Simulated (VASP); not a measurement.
# Ta2N (P-31m) in VASP: notebook, part 2 of 2

VASP 6.6.1.

**3. Single point, PBEsol**

This run uses another cell than the first one, of 13.33 Å³/atom.

INCAR

```
SYSTEM = Ta2N
  ALGO = Normal
  EDIFF = 1E-7
  ENCUT = 520
  GGA = PS
  ISIF = 2
  ISMEAR = 0
  LASPH = .TRUE.
  LCHARG = .FALSE.
  LREAL = .FALSE.
  LWAVE = .FALSE.
  NBANDS = 50
  NELM = 100
  PREC = Accurate
  SIGMA = 0.1
```

KPOINTS

```
k-points
0
G
  12 12 8
  0 0 0
```

POSCAR

```
Ta2N
1.0
    5.2965720514      0.0000000000      0.0000000000
   -2.6482860257      4.5869659495      0.0000000000
    0.0000000000      0.0000000000      4.9391825701
Ta N
6 3
Direct
    0.6670197082      0.6670197082      0.7525303038
    0.0000000000      0.3329802918      0.7525303038
    0.3329802918      0.0000000000      0.7525303038
    0.3329802918      0.3329802918      0.2474696962
    0.0000000000      0.6670197082      0.2474696962
    0.6670197082      0.0000000000      0.2474696962
    0.6666666667      0.3333333333      0.5000000000
    0.3333333333      0.6666666667      0.5000000000
    0.0000000000      0.0000000000      0.0000000000
```

Potentials or basis: VASP PAW PBE potentials, release 64 (Ta_pv, N).

Run with:

```bash
cat potpaw_PBE.64/Ta_pv/POTCAR potpaw_PBE.64/N/POTCAR > POTCAR
mpirun -np 1 vasp_std > vasp.out
```

OUTCAR:

```text
SYSTEM = Ta2N
   EDIFF = 1E-7
   ENCUT = 520
   GGA = PS
   ISIF = 2
   ISMEAR = 0
   LASPH = .TRUE.
   LREAL = .FALSE.
   NELM = 100
   PREC = Accurate

 ion  position               nearest neighbor table
   1  0.667  0.667  0.753-   9 2.15   8 2.16   7 2.16   5 3.01   6 3.01   4 3.02   3 3.05   2 3.05
                             5 3.06   6 3.06   4 3.06   3 3.06   2 3.06   2 3.06   3 3.06
   2  0.000  0.333  0.753-   9 2.15   7 2.16   8 2.16   4 3.01   6 3.01   5 3.02   3 3.05   1 3.05
                             4 3.06   6 3.06   5 3.06   3 3.06   1 3.06   1 3.06   3 3.06
   3  0.333  0.000  0.753-   9 2.15   8 2.16   7 2.16   5 3.01   4 3.01   6 3.02   2 3.05   1 3.05
                             5 3.06   4 3.06   6 3.06   1 3.06   2 3.06   2 3.06   1 3.06
[... 1500 lines left out ...]
 -----------------------------------------------------------------------------
  energy-cutoff  :      520.00
  volume of cell :      120.00
      direct lattice vectors                 reciprocal lattice vectors
     5.296572051  0.000000000  0.000000000     0.188801359  0.109004515  0.000000000
    -2.648286026  4.586965949  0.000000000     0.000000000  0.218009031  0.000000000
     0.000000000  0.000000000  4.939182570     0.000000000  0.000000000  0.202462652

 POSITION                                       TOTAL-FORCE (eV/Angst)
 -----------------------------------------------------------------------------------
      1.76646      3.05960      3.71688        -0.002711     -0.004696      0.013715
     -0.88183      1.52737      3.71688        -0.002711      0.004696      0.013715
      1.76365      0.00000      3.71688         0.005423     -0.000000      0.013715
      0.88183      1.52737      1.22230         0.002711      0.004696     -0.013715
     -1.76646      3.05960      1.22230         0.002711     -0.004696     -0.013715
      3.53292      0.00000      1.22230        -0.005423     -0.000000     -0.013715
      2.64829      1.52899      2.46959         0.000000     -0.000000     -0.000000
     -0.00000      3.05798      2.46959         0.000000     -0.000000     -0.000000
      0.00000      0.00000      0.00000         0.000000     -0.000000     -0.000000
 -----------------------------------------------------------------------------------
    total drift:                               -0.000000     -0.000000      0.000000

  FREE ENERGIE OF THE ION-ELECTRON SYSTEM (eV)
  ---------------------------------------------------
  free  energy   TOTEN  =      -110.5187773280 eV

  energy  without entropy=     -110.5049309451  energy(sigma->0) =     -110.51185414
```

It took 12 min on 1 thread of Intel Xeon Platinum 8488C (Sapphire Rapids), shared host; peak memory 0.64 GiB.

Results:

* Free energy: -110.5188 eV
* Pressure: -4.7 GPa
* Largest force: 0.015 eV/Å
* Band gap on the k mesh: zero (an odd number of electrons rules out a gap without spin polarisation)

Forces on the atoms (eV/Å):
```
Ta  -0.003 -0.005  0.014
Ta  -0.003  0.005  0.014
Ta   0.005  0.000  0.014
Ta   0.003  0.005 -0.014
Ta   0.003 -0.005 -0.014
Ta  -0.005  0.000 -0.014
N    0.000  0.000  0.000
N    0.000  0.000  0.000
N    0.000  0.000  0.000
```

Caveat: the cell stands under tension; the PAW data sets were made with another functional, which shifts forces and pressure a little; spin-orbit coupling is left out, which moves the levels of the heavy elements.

**4. Single point, PBEsol (11.53 Å³/atom)**

This run uses another cell than the first one, of 11.53 Å³/atom.

INCAR

```
SYSTEM = Ta2N
PREC = Accurate ; ENCUT = 520
EDIFF = 1E-6 ; ISMEAR = 0
SIGMA = 0.1 ; LREAL = .FALSE.
LASPH = .TRUE. ; NELM = 80
ALGO = Normal ; ISIF = 2
LWAVE = .FALSE. ; LCHARG = .FALSE.
GGA = PS ; NBANDS = 50
```

KPOINTS

```
Automatic mesh
0
G
  12 12 8
  0 0 0
```

POSCAR

```
Ta2N
1.0
    5.0360012733      0.0000000000      0.0000000000
   -2.5180006366      4.3613050362      0.0000000000
    0.0000000000      0.0000000000      4.7235714603
Ta N
6 3
Direct
    0.6657018337      0.6657018337      0.7543431807
    0.0000000000      0.3342981663      0.7543431807
    0.3342981663      0.0000000000      0.7543431807
    0.3342981663      0.3342981663      0.2456568193
    0.0000000000      0.6657018337      0.2456568193
    0.6657018337      0.0000000000      0.2456568193
    0.6666666667      0.3333333333      0.5000000000
    0.3333333333      0.6666666667      0.5000000000
    0.0000000000      0.0000000000      0.0000000000
```

Run with:

```bash
cat potpaw_PBE.64/Ta_pv/POTCAR potpaw_PBE.64/N/POTCAR > POTCAR
mpirun -np 1 vasp_std > vasp.out
```

Wall time 13 min (1 thread of Intel Xeon 8259CL, shared host); peak memory 0.58 GiB.

It converged, with:

* Free energy: -108.4568 eV
* Pressure: 52.0 GPa
* Largest force: 0.033 eV/Å
* Band gap on the k mesh: zero (an odd number of electrons rules out a gap without spin polarisation)

Forces in eV/Å, atoms in the order of the input:
```
Ta  -0.003 -0.005  0.032
Ta  -0.003  0.005  0.032
Ta   0.006  0.000  0.032
Ta   0.003  0.005 -0.032
Ta   0.003 -0.005 -0.032
Ta  -0.006  0.000 -0.032
N    0.000  0.000  0.000
N    0.000  0.000  0.000
N    0.000  0.000  0.000
```

Levels at points of the mesh, in eV from the Fermi level:
```csv
k point,band 39,band 40,band 41,band 42,band 43,band 44
"(0.00, 0.00, 0.00)",-0.63,-0.63,-0.50,-0.22,-0.22,0.82
"(0.50, 0.00, 0.00)",-1.47,0.44,0.67,1.02,1.05,2.19
"(0.00, 0.00, 0.50)",-1.58,-1.58,-1.16,0.76,0.76,0.91
"(0.50, 0.00, 0.50)",-1.44,-0.97,0.12,0.18,0.23,0.66
```

Caveat: the cell stands under pressure; the PAW data sets were made with another functional, which shifts forces and pressure a little; spin-orbit coupling is left out, which moves the levels of the heavy elements.

**5. Single point, PBEsol**

This run uses another cell than the first one, of 13.33 Å³/atom.

INCAR

```
SYSTEM = Ta2N
ALGO = Normal ; EDIFF = 1E-6
ENCUT = 520 ; GGA = PS
ISIF = 2 ; ISMEAR = 0
LASPH = .True. ; LCHARG = .False.
LREAL = .False. ; LWAVE = .False.
NBANDS = 50 ; NELM = 80
PREC = Accurate ; SIGMA = 0.1
```

KPOINTS

```
k-points
0
Gamma
  12 12 8
  0 0 0
```

POSCAR

```
Ta2N
1.0
    5.2965720514      0.0000000000      0.0000000000
   -2.6482860257      4.5869659495      0.0000000000
    0.0000000000      0.0000000000      4.9391825701
Ta N
6 3
Direct
    0.6663616700      0.6663616700      0.7536182600
    0.0000000000      0.3336383300      0.7536182600
    0.3336383300      0.0000000000      0.7536182600
    0.3336383300      0.3336383300      0.2463817400
    0.0000000000      0.6663616700      0.2463817400
    0.6663616700      0.0000000000      0.2463817400
    0.6666666700      0.3333333300      0.5000000000
    0.3333333300      0.6666666700      0.5000000000
    0.0000000000      0.0000000000      0.0000000000
```

Run with:

```bash
cat potpaw_PBE.64/Ta_pv/POTCAR potpaw_PBE.64/N/POTCAR > POTCAR
mpirun -np 1 vasp_std > vasp.out
```

Run time: 10 min. Hardware: 1 thread of Intel Xeon Platinum 8488C (Sapphire Rapids), shared host; peak memory 0.64 GiB.

The run converged. Its results:

* Free energy: -110.5169 eV
* Pressure: -4.8 GPa
* Largest force: 0.122 eV/Å
* Band gap on the k mesh: zero (an odd number of electrons rules out a gap without spin polarisation)

Forces in eV/Å, atoms in the order of the input:
```
Ta   0.013  0.023 -0.119
Ta   0.013 -0.023 -0.119
Ta  -0.026  0.000 -0.119
Ta  -0.013 -0.023  0.119
Ta  -0.013  0.023  0.119
Ta   0.026  0.000  0.119
N    0.000  0.000  0.000
N    0.000  0.000  0.000
N    0.000  0.000  0.000
```

Stress tensor (GPa, compression positive):
```
-4.81  0.00  0.00
 0.00 -4.81  0.00
 0.00  0.00 -4.68
```

Levels at points of the mesh, in eV from the Fermi level:
| k point | band 38 | band 39 | band 40 | band 41 | band 42 | band 43 | band 44 | band 45 |
| --- | --- | --- | --- | --- | --- | --- | --- | --- |
| (0.00, 0.00, 0.00) | -0.82 | -0.49 | -0.49 | -0.36 | -0.13 | -0.13 | 0.68 | 0.68 |
| (0.50, 0.00, 0.00) | -1.98 | -1.41 | 0.37 | 0.57 | 0.93 | 0.97 | 1.79 | 2.25 |
| (0.00, 0.00, 0.50) | -1.76 | -1.40 | -1.40 | -0.95 | 0.64 | 0.64 | 0.84 | 2.03 |
| (0.50, 0.00, 0.50) | -1.27 | -1.22 | -0.76 | -0.11 | 0.13 | 0.15 | 0.62 | 0.97 |

Caveat: the cell stands under tension; the PAW data sets were made with another functional, which shifts forces and pressure a little; spin-orbit coupling is left out, which moves the levels of the heavy elements.

**6. Overview**

| cell | gap on the mesh (eV) | pressure (GPa) | largest force (eV/Å) |
| --- | --- | --- | --- |
| a = 5.136, b = 5.136, c = 4.806 Å, angles 90.0, 90.0, 120.0°, 9 atoms | none | 25.9 | 0.02 |
| a = 5.297, b = 5.297, c = 4.939 Å, angles 90.0, 90.0, 120.0°, 9 atoms | none | -4.8 | 0.12 |
| a = 5.036, b = 5.036, c = 4.724 Å, angles 90.0, 90.0, 120.0°, 9 atoms | none | 52.0 | 0.03 |

Some of these runs hold the atoms at other places in the same cell, which the table doesn't show; runs alike in all that it shows share one row.

Alike in all rows: task single point; level PBEsol; potentials or basis VASP PAW PBE potentials, release 64 (Ta_pv, N); no spin polarisation; k mesh 12 × 12 × 8; cutoff (eV) 520; smearing gaussian 0.1 eV.

Caveats: the PAW data sets were made with another functional, which shifts forces and pressure a little; spin-orbit coupling is left out, which moves the levels of the heavy elements; the cell stands under pressure (at least some runs); the cell stands under tension (at least some runs).

Absolute energies hang on the potentials; compare differences alone.
